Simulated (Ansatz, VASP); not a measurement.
**Two plane-wave programs on TiGe**

Contents of INCAR:

```
  PREC = Accurate
  ENCUT = 500
  EDIFF = 1E-6
  ISMEAR = 0
  SIGMA = 0.05
  LREAL = F
  LASPH = T
  NELM = 120
  ALGO = Normal
  ISIF = 2
  LWAVE = F
  LCHARG = F
  GGA = PS
  NBANDS = 20
  GGA_COMPAT = F
```

KPOINTS

```
Automatic mesh
0
Gamma
  6 6 6
```

Contents of POSCAR:

```
TiGe
1.0
    0.0000000000      2.8698574526      2.8698574526
    2.8698574526      0.0000000000      2.8698574526
    2.8698574526      2.8698574526      0.0000000000
Ti Ge
1 1
Direct
    0.0000000000      0.0000000000      0.0000000000
    0.2500000000      0.2500000000      0.2500000000
```

Input for Ansatz:

```yaml
crystal:
  lattice:
    - [0.0, 2.8698574498, 2.8698574498]
    - [2.8698574498, 0.0, 2.8698574498]
    - [2.8698574498, 2.8698574498, 0.0]
  atoms:
    - { symbol: Ti, position: [0.0, 0.0, 0.0] }
    - { symbol: Ge, position: [0.25, 0.25, 0.25] }
basis:
  ecutwfc: 420
kpoints:
  mp_grid: { grid: [6, 6, 6] }
hamiltonian:
  xc: pbesol
scf:
  occupations: { method: gaussian, width: 0.05 }
output:
  forces: true
  stress: true
  eigenvalues: true
```

Alike in both runs: task single point; functional PBEsol; k mesh 6 × 6 × 6; occupations gaussian, width 0.05 eV; no spin polarisation.

```csv
,VASP,Ansatz
version,VASP 6.6.1,Ansatz 0.2.0
potentials or method,"VASP PAW PBE potentials, release 64 (Ti_sv, Ge_d), cutoff 500 eV","scalar-relativistic, plane waves, PAW"
valence electrons in the cell,26,26
```

```csv
,VASP,Ansatz,Ansatz less VASP
gap on the k mesh at the Fermi level (eV),0.14,0.14,-0.002
least direct gap on the mesh (eV),0.14,0.14,-0.002
pressure (GPa),0.8,0.7,-0.08
```

VASP's potentials were made for PBE, not for PBEsol. With one functional, cell and mesh, what is left measures potentials, basis and numerics.
